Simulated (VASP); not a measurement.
Here is a VASP 6.6.1 calculation.

The input INCAR:

```
SYSTEM = HfO2
ALGO = Normal ; EDIFF = 1E-7
ENCUT = 520 ; GGA = PE
ISIF = 2 ; ISMEAR = 0
LASPH = .True. ; LCHARG = .False.
LREAL = .False. ; LWAVE = .False.
NBANDS = 31 ; NELM = 80
PREC = Accurate ; SIGMA = 0.05
```

The input KPOINTS:

```
k-points
0
Gamma
  6 6 8
  0 0 0
```

Contents of POSCAR:

```
HfO2
1.0
    4.8812946518      0.0000000000      0.0000000000
    0.0000000000      4.8812946518      0.0000000000
    0.0000000000      0.0000000000      3.2380276120
Hf O
2 4
Direct
   -0.0249884362     -0.0249884362     -0.1065463428
    0.5000000000      0.5000000000      0.5000000000
    0.1948368017      0.8051631983      0.5000000000
    0.3051631983      0.3051631983      0.0000000000
    0.6948368017      0.6948368017      0.0000000000
    0.8051631983      0.1948368017      0.5000000000
```

Potentials or basis: VASP PAW PBE potentials, release 64 (Hf_pv, O).

Launch:

```sh
$ cat potpaw_PBE.64/Hf_pv/POTCAR potpaw_PBE.64/O/POTCAR > POTCAR
$ mpirun -np 1 vasp_std > vasp.out
```

(1) Predict the band gap on the k mesh.

(2) Estimate the pressure.

(3) Estimate the largest force.

Results:

(1) 3.87 eV, direct.

(2) 6.3 GPa.

(3) 5.242 eV/Å.

Caveat: the cell differs from its parent crystal (atom 1 (Hf) moved by -0.172 Å along [1 1 0] and -0.345 Å along [0 0 1]); spin-orbit coupling is left out, which moves the levels of the heavy elements; forces of over 1 eV/Å act on the atoms, so gaps and moduli don't describe the material at rest.
